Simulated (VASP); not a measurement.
# BN (I-4m2) in VASP: notebook, part 2 of 2

VASP 6.6.1.

## Step 3: Single point, r2SCAN (strain -0.0300 x Voigt [0, 0, 1, 0, 0, 0])

Input file POSCAR:

```
BN
1.0
    0.0000000000      1.8048137558      1.7506693431
    1.8048137558      0.0000000000      1.7506693431
    1.8048137558      1.8048137558      0.0000000000
B N
1 1
Direct
    0.0000000000      0.0000000000      0.0000000000
    0.7500000000      0.7500000000      0.7500000000
```

Input file INCAR.step1:

```
PREC = Accurate
ENCUT = 520
ISMEAR = 0
SIGMA = 0.05
LREAL = False
LASPH = True
NELM = 60
NBANDS = 11
GGA = PE
ALGO = Normal
EDIFF = 1E-4
LWAVE = True
LCHARG = False
```

Input file INCAR.step2:

```
PREC = Accurate
ENCUT = 520
EDIFF = 1E-6
ISMEAR = 0
SIGMA = 0.05
LREAL = False
LASPH = True
NELM = 60
ALGO = Normal
ISIF = 2
LWAVE = False
LCHARG = False
METAGGA = R2SCAN
LMIXTAU = True
NBANDS = 11
ISTART = 1
```

Input file KPOINTS:

```
regular mesh
0
Gamma
  12 12 12
```

Potentials or basis: VASP PAW PBE potentials, release 64 (B, N).

Launch:

```console
> cat potpaw_PBE.64/B/POTCAR potpaw_PBE.64/N/POTCAR > POTCAR
> cp INCAR.step1 INCAR
> mpirun -np 1 vasp_std > vasp.out
> cp INCAR.step2 INCAR
> mpirun -np 1 vasp_std > vasp.out
```

OUTCAR:

```text
PREC = Accurate
   ENCUT = 520
   EDIFF = 1E-6
   ISMEAR = 0
   LREAL = False
   LASPH = True
   NELM = 60
   ISIF = 2
   METAGGA = R2SCAN
   ISTART = 1

 ion  position               nearest neighbor table
   1  0.000  0.000  0.000-   2 1.55   2 1.55   2 1.55   2 1.55
   2  0.750  0.750  0.750-   1 1.55   1 1.55   1 1.55   1 1.55

  LATTYP: Found a body centered tetragonal cell.
 ALAT       =     2.5523920910
 C/A-ratio  =     1.3717871555

  Lattice vectors:

 A1 = (   0.0000000000,  -1.8048137558,  -1.7506693431)
 A2 = (   0.0000000000,   1.8048137558,  -1.7506693431)
 A3 = (   1.8048137558,   0.0000000000,   1.7506693431)

Analysis of symmetry for initial positions (statically):
=====================================================================
 Subroutine PRICEL returns:
 Original cell was already a primitive cell.

 Routine SETGRP: Setting up the symmetry group for a
 body centered tetragonal supercell.

 Subroutine GETGRP returns: Found  8 space group operations
 (whereof  8 operations were pure point group operations)
 out of a pool of 16 trial point group operations.

The static configuration has the point symmetry D_2d.

Analysis of symmetry for dynamics (positions and initial velocities):
=====================================================================
 Subroutine PRICEL returns:
 Original cell was already a primitive cell.

 Routine SETGRP: Setting up the symmetry group for a
 body centered tetragonal supercell.

 Subroutine GETGRP returns: Found  8 space group operations
 (whereof  8 operations were pure point group operations)
 out of a pool of 16 trial point group operations.

The dynamic configuration has the point symmetry D_2d.

 Subroutine INISYM returns: Found  8 space group operations
 (whereof  8 operations are pure point group operations),
 and found     1 'primitive' translations

[... 116 lines left out ...]
  Fermi-wavevector in a.u.,A,eV,Ry     =   1.454583  2.748763 28.787368  2.115812
  Thomas-Fermi vector in A             =   2.571717
   LORBIT       =      0    0 simple, 1 ext, 2 COOP (PROOUT), +10 PAW based schemes
   METAGGA = R2SCAN    functional components
   LHFCALC =     F    Hartree Fock is set to
   AEXX    =    0.0000 exact exchange contribution
   IVDW    =     0    specifies the selected vdW correction
   LEPSILON=     F    determine dielectric tensor
   LRPA    =     F    only Hartree local field effects (RPA)
 non-spin polarized calculation
 Gauss-broadening in eV      SIGMA  =   0.05
  energy-cutoff  :      520.00
  volume of cell :       11.41
 maximum number of plane-waves:       323
   NGX =  9   NGY =  9   NGZ =  9

 number of electron       7.9999998 magnetization

 Free energy of the ion-electron system (eV)
  ---------------------------------------------------
  ext. energy  EPLUGINS =         0.00000000
  ---------------------------------------------------
  free energy    TOTEN  =       -19.14025337 eV

  energy without entropy =      -19.14025337  energy(sigma->0) =      -19.14025337

 E-fermi :   8.2437     XC(G=0): -13.8335

 val. band max:        7.8786946583   @ k =   0.0000   0.0000   0.0000
 cond. band min:      12.3336401418   @ k =   0.5000   0.5000   0.0000
 fundamental gap:      4.4549454835
 Fermi energy:         8.2436735051

 k-point     1 :       0.0000    0.0000    0.0000
  band No.  band energies     occupation
      1     -14.0218      2.00000
      2       7.5808      2.00000
      3       7.5808      2.00000
      4       7.8787      2.00000
      5      17.2410      0.00000
      6      17.4604      0.00000
      7      17.4604      0.00000
      8      19.3442      0.00000
      9      34.5159      0.00000
     10      36.0412      0.00000
     11      37.4221      0.00000
[... 309 lines left out ...]
 k-point    24 :      -0.4167    0.1667    0.0000
  band No.  band energies     occupation
      1      -9.1685      2.00000
      2      -2.9522      2.00000
      3       3.5393      2.00000
      4       4.6504      2.00000
      5      17.4899      0.00000
      6      20.9512      0.00000
      7      21.3953      0.00000
      8      25.0062      0.00000
      9      30.2582      0.00000
     10      34.6955      0.00000
     11      36.6775      0.00000

 [... further k-points ...]
[... 5 lines left out ...]
  --------------------------------------------------------------------------------------
  -------------------------------------------------------------------------------------
  Total        0.5282428      0.5282428      1.9068418      0.0000000      0.0000000      0.0000000
  in kB       74.2070696     74.2070696    267.8713999      0.0000000      0.0000000      0.0000000
  external PRESSURE =     138.7618464 kB  Pullay stress =       0.0000000 kB

 VOLUME and BASIS-vectors are now :
 -----------------------------------------------------------------------------
  energy-cutoff  :      520.00
  volume of cell :       11.41
      direct lattice vectors                 reciprocal lattice vectors
     0.000000000  1.804813756  1.750669343    -0.277036896  0.277036896  0.285605047
     1.804813756  0.000000000  1.750669343     0.277036896 -0.277036896  0.285605047
     1.804813756  1.804813756  0.000000000     0.277036896  0.277036896 -0.285605047

 POSITION                                       TOTAL-FORCE (eV/Angst)
 -----------------------------------------------------------------------------------
      0.00000      0.00000      0.00000        -0.000000     -0.000000     -0.000000
      2.70722      2.70722      2.62600         0.000000      0.000000      0.000000
 -----------------------------------------------------------------------------------
    total drift:                               -0.000001     -0.000001      0.000002

  FREE ENERGIE OF THE ION-ELECTRON SYSTEM (eV)
  ---------------------------------------------------
  free  energy   TOTEN  =       -19.1402533687 eV

  energy  without entropy=      -19.1402533687  energy(sigma->0) =      -19.14025337
```

OUTCAR.step1:

```text
PREC = Accurate
   ENCUT = 520
   ISMEAR = 0
   LREAL = False
   LASPH = True
[... 558 lines left out ...]
      0.00000      0.00000      0.00000        -0.000000     -0.000000      0.000000
      2.70722      2.70722      2.62600         0.000000      0.000000     -0.000000
 -----------------------------------------------------------------------------------
    total drift:                               -0.000001     -0.000001      0.000002

  FREE ENERGIE OF THE ION-ELECTRON SYSTEM (eV)
  ---------------------------------------------------
  free  energy   TOTEN  =       -17.4095356301 eV

  energy  without entropy=      -17.4095356301  energy(sigma->0) =      -17.40953563
```

Run time: 2.1 min. Hardware: 1 thread of Intel Xeon 8259CL, shared host; peak memory 0.14 GiB.

Results:

- Free energy: -19.1403 eV
- Pressure: 13.9 GPa
- Band gap on the k mesh: 4.45 eV, indirect (least direct gap 9.36 eV)

Stress tensor (GPa, compression positive):
```
 7.42  0.00  0.00
 0.00  7.42  0.00
 0.00  0.00 26.79
```

Levels at points of the mesh, in eV from the valence-band top:
| k point | band 1 | band 2 | band 3 | band 4 | band 5 | band 6 | band 7 | band 8 |
| --- | --- | --- | --- | --- | --- | --- | --- | --- |
| (0.00, 0.00, 0.00) | -21.90 | -0.30 | -0.30 | 0.00 | 9.36 | 9.58 | 9.58 | 11.47 |
| (0.50, 0.00, 0.00) | -17.43 | -11.61 | -2.53 | -2.04 | 10.72 | 11.27 | 12.01 | 16.59 |
| (0.50, 0.50, 0.00) | -15.71 | -9.44 | -5.77 | -5.77 | 4.45 | 9.32 | 19.67 | 19.67 |
| (0.50, 0.00, 0.50) | -16.09 | -9.91 | -5.33 | -5.31 | 5.02 | 10.08 | 19.32 | 19.80 |

Caveat: the cell differs from its parent crystal (strain -0.0300 x Voigt [0, 0, 1, 0, 0, 0]); the PAW data sets were made with another functional, which shifts forces and pressure a little.

## Step 4: Single point, r2SCAN (strain -0.0150 x Voigt [0, 0, 1, 0, 0, 0])

Input file POSCAR:

```
BN
1.0
    0.0000000000      1.8048137558      1.7777415495
    1.8048137558      0.0000000000      1.7777415495
    1.8048137558      1.8048137558      0.0000000000
B N
1 1
Direct
    0.0000000000      0.0000000000      0.0000000000
    0.7500000000      0.7500000000      0.7500000000
```

Input file INCAR.step1:

```
SYSTEM = BN
ALGO = Normal
EDIFF = 1E-4
ENCUT = 520
GGA = PE
ISMEAR = 0
LASPH = .True.
LCHARG = .False.
LREAL = .False.
LWAVE = .True.
NBANDS = 11
NELM = 80
PREC = Accurate
SIGMA = 0.05
```

Input file INCAR.step2:

```
SYSTEM = BN
ALGO = Normal
EDIFF = 1E-7
ENCUT = 520
ISIF = 2
ISMEAR = 0
ISTART = 1
LASPH = .True.
LCHARG = .False.
LMIXTAU = .True.
LREAL = .False.
LWAVE = .False.
METAGGA = R2SCAN
NBANDS = 11
NELM = 80
PREC = Accurate
SIGMA = 0.05
```

Input file KPOINTS:

```
k-points
0
Gamma
  12 12 12
  0 0 0
```

Launch:

```console
> cat potpaw_PBE.64/B/POTCAR potpaw_PBE.64/N/POTCAR > POTCAR
> cp INCAR.step1 INCAR
> mpirun -np 1 vasp_std > vasp.out
> cp INCAR.step2 INCAR
> mpirun -np 1 vasp_std > vasp.out
```

It took 2.3 min on 1 thread of Intel Xeon 8259CL, shared host; peak memory 0.13 GiB.

It converged, with:

```
Free energy            : -19.1630 eV
Pressure               : 7.3 GPa
Band gap on the k mesh : 4.72 eV, indirect (least direct gap 9.45 eV)
```

Stress tensor (GPa, compression positive):
```
 4.06  0.00  0.00
 0.00  4.06  0.00
 0.00  0.00 13.76
```

Levels at points of the mesh, in eV from the valence-band top:
```tsv
k point	band 1	band 2	band 3	band 4	band 5	band 6	band 7	band 8	band 9
(0.00, 0.00, 0.00)	-21.62	-0.15	-0.15	0.00	9.45	9.56	9.56	11.30	26.42
(0.50, 0.00, 0.00)	-17.23	-11.37	-2.28	-2.03	10.84	11.39	11.68	16.52	25.07
(0.50, 0.50, 0.00)	-15.66	-9.40	-5.44	-5.44	4.72	9.58	19.50	19.50	22.67
(0.50, 0.00, 0.50)	-15.84	-9.63	-5.23	-5.22	4.99	9.96	19.33	19.57	22.34
```

Caveat: the cell differs from its parent crystal (strain -0.0150 x Voigt [0, 0, 1, 0, 0, 0]); the PAW data sets were made with another functional, which shifts forces and pressure a little. A k mesh can miss the band edges.

## Step 5: Single point, r2SCAN (strain +0.0150 x Voigt [0, 0, 1, 0, 0, 0])

Input file POSCAR:

```
BN
1.0
    0.0000000000      1.8048137558      1.8318859621
    1.8048137558      0.0000000000      1.8318859621
    1.8048137558      1.8048137558      0.0000000000
B N
1 1
Direct
    0.0000000000      0.0000000000      0.0000000000
    0.7500000000      0.7500000000      0.7500000000
```

Input file INCAR.step1:

```
PREC     = Accurate       # precision mode
ENCUT    = 520            # plane-wave cutoff, eV
ISMEAR   = 0              # smearing method
SIGMA    = 0.05           # smearing width, eV
LREAL    = False          # projectors in reciprocal space
LASPH    = True           # aspherical terms in the spheres
NELM     = 60             # most SCF steps
NBANDS   = 11             # bands
GGA      = PE             # functional
ALGO     = Normal         # electronic algorithm
EDIFF    = 1E-4           # SCF threshold, eV
LWAVE    = True           # write WAVECAR
LCHARG   = False          # write CHGCAR
```

Input file INCAR.step2:

```
PREC     = Accurate       # precision mode
ENCUT    = 520            # plane-wave cutoff, eV
EDIFF    = 1E-6           # SCF threshold, eV
ISMEAR   = 0              # smearing method
SIGMA    = 0.05           # smearing width, eV
LREAL    = False          # projectors in reciprocal space
LASPH    = True           # aspherical terms in the spheres
NELM     = 60             # most SCF steps
ALGO     = Normal         # electronic algorithm
ISIF     = 2              # what is computed and relaxed
LWAVE    = False          # write WAVECAR
LCHARG   = False          # write CHGCAR
METAGGA  = R2SCAN         # meta-GGA
LMIXTAU  = True         
NBANDS   = 11             # bands
ISTART   = 1
```

Input file KPOINTS:

```
Automatic mesh
0
Gamma
  12 12 12
```

Launch:

```console
> cat potpaw_PBE.64/B/POTCAR potpaw_PBE.64/N/POTCAR > POTCAR
> cp INCAR.step1 INCAR
> mpirun -np 1 vasp_std > vasp.out
> cp INCAR.step2 INCAR
> mpirun -np 1 vasp_std > vasp.out
```

Run time: 1.9 min. Hardware: 1 thread of Intel Xeon 8259CL, shared host; peak memory 0.14 GiB.

It converged, with:

| Item | Value |
| --- | --- |
| Free energy | -19.1665 eV |
| Pressure | -4.6 GPa |
| Band gap on the k mesh | 4.83 eV, indirect (least direct gap 9.39 eV) |

Stress tensor (GPa, compression positive):
```
 -1.36   0.00   0.00
  0.00  -1.36   0.00
  0.00   0.00 -11.04
```

Levels at points of the mesh, in eV from the valence-band top:
```
           k point  band 2  band 3  band 4  band 5  band 6  band 7
(0.00, 0.00, 0.00)   -0.15    0.00    0.00    9.39    9.39    9.50
(0.50, 0.00, 0.00)  -11.04   -2.16   -1.93   10.50   11.37   11.44
(0.50, 0.50, 0.00)   -9.45   -4.96   -4.96    5.09    9.94   19.01
(0.50, 0.00, 0.50)   -9.23   -5.17   -5.16    4.83    9.58   18.93
```

Caveat: the cell differs from its parent crystal (strain +0.0150 x Voigt [0, 0, 1, 0, 0, 0]); the PAW data sets were made with another functional, which shifts forces and pressure a little. A k mesh can miss the band edges.

## Step 6: Summary

| cell | gap on the mesh (eV) | pressure (GPa) |
| --- | --- | --- |
| a = 2.496, b = 2.496, c = 2.552 Å, angles 59.2, 59.2, 61.5°, 2 atoms | 4.19 | 20.9 |
| a = 2.514, b = 2.514, c = 2.552 Å, angles 59.5, 59.5, 61.0°, 2 atoms | 4.45 | 13.9 |
| a = 2.533, b = 2.533, c = 2.552 Å, angles 59.8, 59.8, 60.5°, 2 atoms | 4.72 | 7.3 |
| a = 2.572, b = 2.572, c = 2.552 Å, angles 60.2, 60.2, 59.5°, 2 atoms | 4.83 | -4.6 |

Alike in all rows: task single point; level r2SCAN; potentials or basis VASP PAW PBE potentials, release 64 (B, N); no spin polarisation; k mesh 12 × 12 × 12; cutoff (eV) 520; smearing gaussian 0.05 eV.

Caveats: the PAW data sets were made with another functional, which shifts forces and pressure a little.

Total energies depend on the potentials used, so only differences within one code and one set of settings carry meaning.
